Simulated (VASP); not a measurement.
# Te (Im-3m) in VASP: further runs

Runs on Te. Level: PBE. Tasks: single point.

Program: VASP 6.6.1. These are calculated values, not measurements. Logs are shortened: lines on timing, memory, paths and dates and some standing lists are left out, and cuts for length are marked.

## Step 1: The cell of the first run

Symmetry: Im-3m, No. 229, cubic system. The conventional cell has a = 3.605 Å, b = 3.605 Å, c = 3.605 Å, α = 90.00°, β = 90.00°, γ = 90.00°. Te (site symmetry m-3m) has 14 Te at 3.12 to 3.61 Å within 4.1 Å.

This isn't the form of Te at room conditions, which is trigonal, of chains.

## Step 2: Single point, PBE (23.43 Å³/atom)

Input file INCAR:

```
PREC     = Accurate       # precision mode
ENCUT    = 520            # plane-wave cutoff, eV
EDIFF    = 1E-6           # SCF threshold, eV
ISMEAR   = -1             # smearing method
SIGMA    = 0.05           # smearing width, eV
LREAL    = False          # projectors in reciprocal space
LASPH    = True           # aspherical terms in the spheres
NELM     = 80             # most SCF steps
ALGO     = Normal         # electronic algorithm
ISIF     = 2              # what is computed and relaxed
LWAVE    = False          # write WAVECAR
LCHARG   = False          # write CHGCAR
GGA      = PE             # functional
NBANDS   = 9              # bands
```

Input file KPOINTS:

```
Automatic mesh
0
Gamma
  15 15 15
```

Input file POSCAR:

```
Te
1.0
   -1.8027460789      1.8027460789      1.8027460789
    1.8027460789     -1.8027460789      1.8027460789
    1.8027460789      1.8027460789     -1.8027460789
Te
1
Direct
    0.0000000000      0.0000000000      0.0000000000
```

Potentials or basis: VASP PAW PBE potentials, release 64 (Te).

Launch:

```
$ cat potpaw_PBE.64/Te/POTCAR > POTCAR
$ mpirun -np 1 vasp_std > vasp.out
```

OUTCAR:

```text
PREC = Accurate
   ENCUT = 520
   EDIFF = 1E-6
   ISMEAR = -1
   LREAL = False
   LASPH = True
   NELM = 80
   ISIF = 2
   GGA = PE

 ion  position               nearest neighbor table
   1  0.000  0.000  0.000-

  LATTYP: Found a body centered cubic cell.
 ALAT       =     3.6054921578

  Lattice vectors:

 A1 = (  -1.8027460789,   1.8027460789,   1.8027460789)
 A2 = (   1.8027460789,  -1.8027460789,   1.8027460789)
 A3 = (   1.8027460789,   1.8027460789,  -1.8027460789)

Analysis of symmetry for initial positions (statically):
=====================================================================
 Subroutine PRICEL returns:
 Original cell was already a primitive cell.

 Routine SETGRP: Setting up the symmetry group for a
 body centered cubic supercell.

 Subroutine GETGRP returns: Found 48 space group operations
 (whereof 48 operations were pure point group operations)
 out of a pool of 48 trial point group operations.

The static configuration has the point symmetry O_h .

Analysis of symmetry for dynamics (positions and initial velocities):
=====================================================================
 Subroutine PRICEL returns:
 Original cell was already a primitive cell.

 Routine SETGRP: Setting up the symmetry group for a
 body centered cubic supercell.

 Subroutine GETGRP returns: Found 48 space group operations
 (whereof 48 operations were pure point group operations)
 out of a pool of 48 trial point group operations.

The dynamic configuration has the point symmetry O_h .

 Subroutine INISYM returns: Found 48 space group operations
 (whereof 48 operations are pure point group operations),
 and found     1 'primitive' translations

----------------------------------------------------------------------------------------

                                     Primitive cell

  volume of cell :      23.4349

  direct lattice vectors                    reciprocal lattice vectors
    -1.802746079  1.802746079  1.802746079     0.000000000  0.277354646  0.277354646
     1.802746079 -1.802746079  1.802746079     0.277354646  0.000000000  0.277354646
     1.802746079  1.802746079 -1.802746079     0.277354646  0.277354646  0.000000000

  length of vectors
     3.122447802  3.122447802  3.122447802     0.392238702  0.392238702  0.392238702

[... 68 lines left out ...]
 SYSTEM =  unknown system
   PREC   = accura    normal or accurate (medium, high low for compatibility)
   ISTART =      0    job   : 0-new  1-cont  2-samecut
   ICHARG =      2    charge: 1-file 2-atom 10-const
   ISPIN  =      1    spin polarized calculation?
   LNONCOLLINEAR =      F non collinear calculations
   LSORBIT =      F    spin-orbit coupling
   LASPH  =      T    aspherical Exc in radial PAW
   ENCUT  =  520.0 eV  38.22 Ry    6.18 a.u.   5.81  5.81  5.81*2*pi/ulx,y,z
   NELM   =     80;   NELMIN=  2; NELMDL= -5     # of ELM steps
   EDIFF  = 0.1E-05   stopping-criterion for ELM
   LREAL  =      F    real-space projection
   EDIFFG = 0.1E-04   stopping-criterion for IOM
   NSW    =      0    number of steps for IOM
   IBRION =     -1    ionic relax: 0-MD 1-quasi-New 2-CG
   NFREE  =      0    steps in history (QN), initial steepest desc. (CG)
   ISIF   =      2    stress and relaxation
   ISYM   =      2    0-nonsym 1-usesym 2-fastsym
   POTIM  = 0.5000    time-step for ionic-motion
   TEBEG  =    0.0;   TEEND  =   0.0 temperature during run
   PSTRESS=    0.0 pullay stress
   NELECT =       6.0000    total number of electrons
   NUPDOWN=      -1.0000    fix difference up-down
   EMIN   =  10.00;   EMAX   =-10.00  energy-range for DOS
   EFERMI =   0.00;   METHOD = LEGACY
   ISMEAR =    -1;   SIGMA  =   0.05  broadening in eV -4-tet -1-fermi 0-gaus
   EFERMI_NEDOS =   21; number of points for ismear=-14 and -15
   IALGO  =     38    algorithm
   IMIX   =      4    mixing-type and parameters
     AMIX     =   0.40;   BMIX     =  1.00
     AMIX_MAG =   1.60;   BMIX_MAG =  1.00
  volume/ion in A,a.u.               =      23.43       158.15
  Fermi-wavevector in a.u.,A,eV,Ry     =   1.039531  1.964428 14.702786  1.080624
  Thomas-Fermi vector in A             =   2.174065
   LORBIT       =      0    0 simple, 1 ext, 2 COOP (PROOUT), +10 PAW based schemes
   GGA     = PE    functional components
[... 5 lines left out ...]
 non-spin polarized calculation
  energy-cutoff  :      520.00
  volume of cell :       23.43
 maximum number of plane-waves:       646
   NGX = 11   NGY = 11   NGZ = 11

 number of electron       6.0000000 magnetization

 Free energy of the ion-electron system (eV)
  ---------------------------------------------------
  ext. energy  EPLUGINS =         0.00000000
  ---------------------------------------------------
  free energy    TOTEN  =        -2.60521070 eV

  energy without entropy =       -2.59662873  energy(sigma->0) =       -2.60091971

 E-fermi :  10.8630     XC(G=0): -10.9675

 val. band max:       10.8629513081   @ k =  -0.2000   0.2667   0.1333
 cond. band min:      10.8688988063   @ k =  -0.4000   0.4667   0.2000
 fundamental gap:      0.0059474982
 Fermi energy:        10.8630159055

 k-point     1 :       0.0000    0.0000    0.0000
  band No.  band energies     occupation
      1      -4.8135      2.00000
      2      14.9505      0.00000
      3      14.9505      0.00000
      4      14.9505      0.00000
      5      21.1348      0.00000
      6      21.1348      0.00000
      7      21.1348      0.00000
      8      22.5503      0.00000
      9      22.5503      0.00000
[... 265 lines left out ...]
 k-point    24 :       0.4000    0.2000    0.0000
  band No.  band energies     occupation
      1      -0.1368      2.00000
      2       4.0618      2.00000
      3       7.7671      2.00000
      4      12.0304      0.00000
      5      18.1725      0.00000
      6      21.0932      0.00000
      7      23.2299      0.00000
      8      23.3577      0.00000
      9      29.5331      0.00000

 [... further k-points ...]
[... 5 lines left out ...]
  --------------------------------------------------------------------------------------
  -------------------------------------------------------------------------------------
  Total        2.4912095      2.4912095      2.4912095      0.0000000     -0.0000000     -0.0000000
  in kB      170.3166700    170.3166700    170.3166700      0.0000000     -0.0000000     -0.0000000
  external PRESSURE =     170.3166700 kB  Pullay stress =       0.0000000 kB

 VOLUME and BASIS-vectors are now :
 -----------------------------------------------------------------------------
  energy-cutoff  :      520.00
  volume of cell :       23.43
      direct lattice vectors                 reciprocal lattice vectors
    -1.802746079  1.802746079  1.802746079     0.000000000  0.277354646  0.277354646
     1.802746079 -1.802746079  1.802746079     0.277354646  0.000000000  0.277354646
     1.802746079  1.802746079 -1.802746079     0.277354646  0.277354646  0.000000000

 POSITION                                       TOTAL-FORCE (eV/Angst)
 -----------------------------------------------------------------------------------
      0.00000      0.00000      0.00000         0.000000     -0.000000      0.000000
 -----------------------------------------------------------------------------------
    total drift:                                0.000000     -0.000000      0.000000

  FREE ENERGIE OF THE ION-ELECTRON SYSTEM (eV)
  ---------------------------------------------------
  free  energy   TOTEN  =        -2.6052106955 eV

  energy  without entropy=       -2.5966287287  energy(sigma->0) =       -2.60091971
```

stdout:

```text
POSCAR found type information on POSCAR Te
 POSCAR found :  1 types and       1 ions
 scaLAPACK will be used
 LDA part: xc-table for (Slater+PW92), standard interpolation
 POSCAR, INCAR and KPOINTS ok, starting setup
 FFT: planning ... GRIDC
 FFT: planning ... GRID_SOFT
 FFT: planning ... GRID
 WAVECAR not read
 entering main loop
```

It took 5.7 s on 1 thread of Intel Xeon 6975P-C (Granite Rapids), shared host; peak memory 0.15 GiB.

What came out:

```
Free energy            : -2.6052 eV
Pressure               : 17.0 GPa
Band gap on the k mesh : zero (bands 3 and 4 overlap by 7.79 eV)
```

Caveat: the cell stands under pressure; spin-orbit coupling is left out, which moves the levels of the heavy elements.

## Step 3: Single point, PBE

Input file INCAR:

```
SYSTEM = Te
ALGO = Normal
EDIFF = 1E-6
ENCUT = 520
GGA = PE
ISIF = 2
ISMEAR = -1
LASPH = .TRUE.
LCHARG = .FALSE.
LREAL = .FALSE.
LWAVE = .FALSE.
NBANDS = 9
NELM = 80
PREC = Accurate
SIGMA = 0.05
```

Input file KPOINTS:

```
k-points
0
G
  15 15 15
  0 0 0
```

Input file POSCAR:

```
Te
1.0
   -1.8033454686      1.8033454686      1.8033454686
    1.8033454686     -1.8033454686      1.8033454686
    1.8033454686      1.8033454686     -1.8033454686
Te
1
Direct
    0.0000000000      0.0000000000      0.0000000000
```

Potentials or basis: VASP PAW PBE potentials, release 64 (Te).

Launch:

```
$ cat potpaw_PBE.64/Te/POTCAR > POTCAR
$ mpirun -np 1 vasp_std > vasp.out
```

It took 5.5 s on 1 thread of Intel Xeon 6975P-C (Granite Rapids), shared host; peak memory 0.15 GiB.

Results (log left out):

```yaml
Free_energy: -2.6077 eV
Pressure: 16.9 GPa
Band_gap_on_the_k_mesh: zero (bands 3 and 4 overlap by 7.78 eV)
```

Levels at points of the mesh, in eV from the Fermi level:
| k point | band 1 | band 2 | band 3 | band 4 | band 5 | band 6 |
| --- | --- | --- | --- | --- | --- | --- |
| (0.00, 0.00, 0.00) | -15.67 | 4.08 | 4.08 | 4.08 | 10.27 | 10.27 |

Caveat: the cell stands under pressure; spin-orbit coupling is left out, which moves the levels of the heavy elements.
